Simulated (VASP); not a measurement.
# Hf8O15 (a cell with a defect) in VASP: single point with PBE+U

Aim: the single point of Hf8O15 (a cell with a defect) with PBE+U.

All numbers are computed with VASP 6.6.1; they aren't measurements. Logs are shortened: lines on timing, memory, paths and dates and some standing lists are left out, and cuts for length are marked.

## Step 1: The cell of the first run

The cell holds a defect, 23 atoms: a = 6.783 Å, b = 7.335 Å, c = 7.335 Å, α = 90.57°, β = 116.24°, γ = 116.24°.

## Step 2: Single point, PBE+U, collinear spin

Contents of INCAR:

```
SYSTEM = Hf8O15
  ALGO = Normal
  EDIFF = 1E-6
  ENCUT = 520
  GGA = PE
  ISIF = 2
  ISMEAR = 0
  ISPIN = 2
  LASPH = .TRUE.
  LCHARG = .TRUE.
  LDAU = .TRUE.
  LDAUJ = 0 0
  LDAUL = 2 -1
  LDAUPRINT = 1
  LDAUTYPE = 2
  LDAUU = 2 0
  LELF = .TRUE.
  LMAXMIX = 4
  LORBIT = 11
  LREAL = Auto
  LVHAR = .TRUE.
  LWAVE = .FALSE.
  MAGMOM = 0.4 0 0.4 0 0 0.4 0.4 0 0 0 0 0 0 0 0 0 0 0 0.4 0 0 0 0
  NBANDS = 106
  NELM = 150
  PREC = Accurate
  SIGMA = 0.02
```

Contents of KPOINTS:

```
Automatic mesh
0
Gamma
  2 2 2
  0.5 0.5 0.5
```

Contents of POSCAR:

```
Hf8O15
1.0
    4.2678165505      0.0000000000      5.2715618527
   -5.1609167955      5.2121152647      0.0053389046
   -5.1609167955     -5.2121152647      0.0053389046
Hf O
8 15
Direct
    0.7107134736      0.9437112500      0.4874449356
    0.7077174641      0.4429015824      0.9881191484
    0.7904186488      0.0107770256      0.0573820029
    0.7907606578      0.5089357594      0.5540421694
    0.2930775291      0.5559423305      0.0134773047
    0.2901108399      0.0530915881      0.5106745183
    0.2099347785      0.4883841669      0.4448372214
    0.2073541220      0.9900725996      0.9452943766
    0.9759630034      0.6342600416      0.8912161753
    0.5251446461      0.6063670864      0.3653079403
    0.5222858255      0.1076610841      0.8658915283
    0.0235112675      0.3630866467      0.1098324055
    0.0229091764      0.8715387544      0.6040268877
    0.4824717754      0.8954213447      0.1384841896
    0.4679529722      0.3864421641      0.6316302006
    0.3481669840      0.8035349288      0.4722804522
    0.3500882826      0.3062353987      0.9797568715
    0.1516295895      0.5224872276      0.6946993542
    0.1512829433      0.0252305746      0.1965881733
    0.6501736304      0.6934456094      0.0218403864
    0.6548526616      0.1954840221      0.5222098451
    0.8514097289      0.9780112744      0.8056665311
    0.8496723799      0.4767624519      0.3051370845
```

Potentials or basis: VASP PAW PBE potentials, release 64 (Hf_pv, O).

Started as:

```sh
$ cat potpaw_PBE.64/Hf_pv/POTCAR potpaw_PBE.64/O/POTCAR > POTCAR
$ mpirun -np 1 vasp_std > vasp.out
```

OUTCAR:

```text
SYSTEM = Hf8O15
   EDIFF = 1E-6
   ENCUT = 520
   GGA = PE
   ISIF = 2
   ISMEAR = 0
   ISPIN = 2
   LASPH = .TRUE.
   LORBIT = 11
   LREAL = Auto
   NELM = 150
   PREC = Accurate

 ion  position               nearest neighbor table
   1  0.711  0.944  0.487-  22 2.06  21 2.08  16 2.15  10 2.17  13 2.21  14 2.25   6 3.36   8 3.42
                             3 3.43   7 3.43   4 3.47   5 3.49   6 3.57
   2  0.708  0.443  0.988-  23 2.05  20 2.07  17 2.15  11 2.16   9 2.17  12 2.27  15 2.30   5 3.34
                             8 3.42   7 3.44   3 3.46   4 3.47   6 3.51   5 3.59
   3  0.790  0.011  0.057-  20 2.05  22 2.10  19 2.15  11 2.17  14 2.23  12 2.27   8 3.34   5 3.42
                             6 3.42   1 3.43   2 3.46   7 3.50   8 3.60
   4  0.791  0.509  0.554-  21 2.03  23 2.07  18 2.15  10 2.15   9 2.17  15 2.30  13 2.34   7 3.34
                             6 3.43   5 3.44   1 3.47   2 3.47   8 3.53   7 3.59
   5  0.293  0.556  0.013-  18 2.06  17 2.07  20 2.14  12 2.17  14 2.19  10 2.27   9 2.27   2 3.34
                             3 3.42   4 3.44   7 3.45   8 3.48   1 3.49   2 3.59
   6  0.290  0.053  0.511-  19 2.03  16 2.08  13 2.12  15 2.15  21 2.18  11 2.29   1 3.36   3 3.42
                             4 3.43   7 3.47   8 3.47   2 3.51   1 3.57
   7  0.210  0.488  0.445-  16 2.04  18 2.07  15 2.13  23 2.15  12 2.16  10 2.27   4 3.34   1 3.43
                             2 3.44   5 3.45   6 3.47   3 3.50   4 3.59
   8  0.207  0.990  0.945-  17 2.04  19 2.08  22 2.12  14 2.19  13 2.19  11 2.26   9 2.29   3 3.34
                             1 3.42   2 3.42   6 3.47   5 3.48   4 3.53   3 3.60
   9  0.976  0.634  0.891-   2 2.17   4 2.17   5 2.27   8 2.29
  10  0.525  0.606  0.365-   4 2.15   1 2.17   7 2.27   5 2.27
  11  0.522  0.108  0.866-   2 2.16   3 2.17   8 2.26   6 2.29
  12  0.024  0.363  0.110-   7 2.16   5 2.17   3 2.27   2 2.27
  13  0.023  0.872  0.604-   6 2.12   8 2.19   1 2.21   4 2.34
  14  0.482  0.895  0.138-   5 2.19   8 2.19   3 2.23   1 2.25
  15  0.468  0.386  0.632-   7 2.13   6 2.15   2 2.30   4 2.30
  16  0.348  0.804  0.472-   7 2.04   6 2.08   1 2.15
  17  0.350  0.306  0.980-   8 2.04   5 2.07   2 2.15
  18  0.152  0.522  0.695-   5 2.06   7 2.07   4 2.15
  19  0.151  0.025  0.197-   6 2.03   8 2.08   3 2.15
  20  0.650  0.693  0.022-   3 2.05   2 2.07   5 2.14
  21  0.655  0.195  0.522-   4 2.03   1 2.08   6 2.18
  22  0.851  0.978  0.806-   1 2.06   3 2.10   8 2.12
  23  0.850  0.477  0.305-   2 2.05   4 2.07   7 2.15

  LATTYP: Found a base centered monoclinic cell.
 ALAT       =    10.3218391140
 B/A-ratio  =     1.0099198810
 C/A-ratio  =     0.6571112914
 COS(beta)  =    -0.6284260859

  Lattice vectors:

 A1 = (  -5.1609167955,   5.2121152647,   0.0053389046)
 A2 = (  -5.1609167955,  -5.2121152647,   0.0053389046)
 A3 = (   4.2678165505,   0.0000000000,   5.2715618527)
[... 477 lines left out ...]
  free energy    TOTEN  =      -223.16938127 eV

  energy without entropy =     -223.16938127  energy(sigma->0) =     -223.16938127

 E-fermi :   5.3340     XC(G=0): -11.1717

 val. band max:        5.1806720849   @ k =  -0.2500  -0.2500   0.2500
 cond. band min:       7.0032288802   @ k =   0.2500  -0.2500   0.2500
 fundamental gap:      1.8225567953
 Fermi energy:         5.3339779366

 spin component 1

 k-point     1 :       0.2500    0.2500    0.2500
  band No.  band energies     occupation
      1     -27.0998      1.00000
      2     -27.0567      1.00000
      3     -27.0524      1.00000
      4     -27.0214      1.00000
      5     -27.0087      1.00000
      6     -26.9923      1.00000
[... 389 lines left out ...]
     96       8.9030      0.00000
     97       9.0335      0.00000
 Fermi energy:         5.3339779366

 spin component 2

 k-point     1 :       0.2500    0.2500    0.2500
  band No.  band energies     occupation
      1     -27.0998      1.00000
      2     -27.0567      1.00000
      3     -27.0524      1.00000
      4     -27.0214      1.00000
      5     -27.0087      1.00000
      6     -26.9923      1.00000
[... 389 lines left out ...]
     96       8.9030      0.00000
     97       9.0335      0.00000
 [bands above 97 left out]

------------------------ aborting loop because EDIFF is reached ----------------------------------------

  FORCE on cell =-STRESS in cart. coord.  units (eV):
  Direction    XX          YY          ZZ          XY          YZ          ZX
  --------------------------------------------------------------------------------------
  -------------------------------------------------------------------------------------
  Total        3.8405740      3.0805747      1.4950557     -0.3890491      0.5032924      0.3086884
  in kB       21.6786870     17.3887585      8.4390627     -2.1960452      2.8409083      1.7424370
  external PRESSURE =      15.8355027 kB  Pullay stress =       0.0000000 kB

 VOLUME and BASIS-vectors are now :
 -----------------------------------------------------------------------------
  energy-cutoff  :      520.00
  volume of cell :      283.84
      direct lattice vectors                 reciprocal lattice vectors
     4.267816551  0.000000000  5.271561853     0.000196075  0.000000000  0.189538360
    -5.160916796  5.212115265  0.005338905    -0.096800939  0.095930342  0.078369307
    -5.160916796 -5.212115265  0.005338905    -0.096800939 -0.095930342  0.078369307

 POSITION                                       TOTAL-FORCE (eV/Angst)
 -----------------------------------------------------------------------------------
     -4.35288      2.37811      3.75421         0.033234      0.260815     -0.026673
     -4.36497     -2.84174      3.73842         0.016064      0.186597     -0.115893
      3.02160     -0.24291      4.16710        -0.100231      0.140545      0.162006
     -2.11112     -0.23510      4.17422        -0.067523      0.205215      0.129574
     -1.68793      2.82739      1.54802        -0.023901     -0.155596      0.093972
     -1.67141     -2.38497      1.53235        -0.048980     -0.144176      0.134084
[... 15 lines left out ...]
     -5.57175      0.89828      4.49778         0.000293     -0.024808      0.018868
     -0.40907      0.89453      4.48327         0.015687     -0.011987      0.056447
 -----------------------------------------------------------------------------------
    total drift:                                0.000098     -0.008565     -0.002036

  FREE ENERGIE OF THE ION-ELECTRON SYSTEM (eV)
  ---------------------------------------------------
  free  energy   TOTEN  =      -223.1693812682 eV

  energy  without entropy=     -223.1693812682  energy(sigma->0) =     -223.16938127

 total charge

# of ion       s       p       d       tot
------------------------------------------
    1        0.316   6.581   1.354   8.251
    2        0.314   6.610   1.361   8.285
    3        0.313   6.577   1.363   8.254
    4        0.315   6.607   1.368   8.290
    5        0.312   6.607   1.354   8.273
    6        0.315   6.601   1.389   8.304
[... 15 lines left out ...]
   22        1.561   3.552   0.000   5.113
   23        1.562   3.556   0.000   5.118
--------------------------------------------------
tot         25.909 105.991  10.924 142.824

 magnetization (x)

# of ion       s       p       d       tot
------------------------------------------
    1        0.000   0.000   0.000   0.000
    2       -0.000   0.000   0.000   0.000
    3        0.000   0.000   0.000   0.000
    4       -0.000   0.000  -0.000   0.000
    5       -0.000   0.000   0.000   0.000
    6        0.000  -0.000   0.000   0.000
[... 15 lines left out ...]
   22       -0.000  -0.000   0.000  -0.000
   23       -0.000  -0.000   0.000  -0.000
--------------------------------------------------
tot          0.000  -0.000   0.000   0.000
```

OSZICAR:

```text
N       E                     dE             d eps       ncg     rms          rms(c)
DAV:   1     0.117224613769E+04    0.11722E+04   -0.95895E+04  1696   0.160E+03
DAV:   2    -0.180115223878E+03   -0.13524E+04   -0.13081E+04  2056   0.423E+02
DAV:   3    -0.265529684562E+03   -0.85414E+02   -0.84878E+02  1984   0.955E+01
DAV:   4    -0.267046527038E+03   -0.15168E+01   -0.15119E+01  2064   0.134E+01
DAV:   5    -0.267074258549E+03   -0.27732E-01   -0.27705E-01  2024   0.171E+00    0.147E+02
DAV:   6    -0.223758547728E+03    0.43316E+02   -0.22534E+02  1922   0.434E+01    0.123E+02
DAV:   7    -0.223239660537E+03    0.51889E+00   -0.13125E+01  2024   0.126E+01    0.729E+01
DAV:   8    -0.223280433754E+03   -0.40773E-01   -0.14560E+00  1968   0.459E+00    0.172E+01
DAV:   9    -0.223179050485E+03    0.10138E+00   -0.41965E-01  1960   0.242E+00    0.499E+00
DAV:  10    -0.223169087992E+03    0.99625E-02   -0.30281E-02  2120   0.609E-01    0.301E+00
DAV:  11    -0.223168741375E+03    0.34662E-03   -0.10625E-02  1992   0.377E-01    0.610E-01
DAV:  12    -0.223169215125E+03   -0.47375E-03   -0.13213E-03  2032   0.128E-01    0.159E-01
DAV:  13    -0.223169328414E+03   -0.11329E-03   -0.10764E-04  2104   0.440E-02    0.132E-01
DAV:  14    -0.223169365692E+03   -0.37279E-04   -0.49623E-05  2080   0.229E-02    0.284E-02
DAV:  15    -0.223169376659E+03   -0.10966E-04   -0.10247E-05  1896   0.121E-02    0.127E-02
DAV:  16    -0.223169380557E+03   -0.38983E-05   -0.56446E-06  1720   0.798E-03    0.486E-03
DAV:  17    -0.223169381268E+03   -0.71138E-06   -0.50713E-07  1232   0.293E-03
   1 F= -.22316938E+03 E0= -.22316938E+03  d E =-.852248E-28  mag=     0.0001
```

stdout:

```text
POSCAR found type information on POSCAR HfO
 POSCAR found :  2 types and      23 ions
 scaLAPACK will be used
 LDA part: xc-table for (Slater+PW92), standard interpolation
 POSCAR, INCAR and KPOINTS ok, starting setup
 FFT: planning ... GRIDC
 FFT: planning ... GRID_SOFT
 FFT: planning ... GRID
 WAVECAR not read
 entering main loop
```

Wall time 16 min (1 thread of Oxide Virtual Turin-like, shared host); peak memory 0.55 GiB.

Results:

```
Free energy                                           : -223.1694 eV
Pressure                                              : 1.6 GPa
Largest force                                         : 0.268 eV/Å
Band gap on the k mesh                                : 1.82 eV
Net moment                                            : 0.00 μB per cell
Valence electrons inside the program's atomic spheres : Hf 8.25, 8.29, 8.27, 8.30, 8.28 (each value once); O 5.09, 5.10, 5.11, 5.12 (each value once)
```

Forces on the atoms (eV/Å):
```
Hf   0.033  0.261 -0.027
Hf   0.016  0.187 -0.116
Hf  -0.100  0.141  0.162
Hf  -0.068  0.205  0.130
Hf  -0.024 -0.156  0.094
Hf  -0.049 -0.144  0.134
Hf   0.059 -0.212 -0.152
Hf   0.079 -0.187 -0.086
O   -0.056  0.021  0.083
O    0.053  0.025 -0.085
O    0.079  0.011 -0.084
O    0.066  0.039 -0.075
O    0.068 -0.132 -0.075
O   -0.049 -0.006  0.000
O   -0.048 -0.030  0.163
O   -0.029  0.051  0.047
O    0.021  0.006  0.053
O   -0.050  0.004 -0.040
O    0.004  0.037 -0.053
O   -0.002 -0.020 -0.042
O   -0.022 -0.062 -0.106
O    0.000 -0.025  0.019
O    0.016 -0.012  0.056
```

Eigenvalues of the final occupation matrices:
```csv
site,spin,trace,eigenvalues
site 1 d,1,0.70,0.07 0.09 0.15 0.19 0.21
site 1 d,2,0.70,0.07 0.09 0.15 0.19 0.21
site 2 d,1,0.70,0.08 0.09 0.13 0.19 0.21
site 2 d,2,0.70,0.08 0.09 0.13 0.19 0.21
site 3 d,1,0.70,0.07 0.08 0.15 0.19 0.21
site 3 d,2,0.70,0.07 0.08 0.15 0.19 0.21
site 4 d,1,0.70,0.08 0.09 0.13 0.19 0.21
site 4 d,2,0.70,0.08 0.09 0.13 0.19 0.21
site 5 d,1,0.70,0.08 0.09 0.13 0.19 0.21
site 5 d,2,0.70,0.08 0.09 0.13 0.19 0.21
site 6 d,1,0.71,0.08 0.09 0.15 0.19 0.21
site 6 d,2,0.71,0.08 0.09 0.15 0.19 0.21
```

Caveat: the k points lie up to 0.55 Å⁻¹ apart; spin-orbit coupling is left out, which moves the levels of the heavy elements.
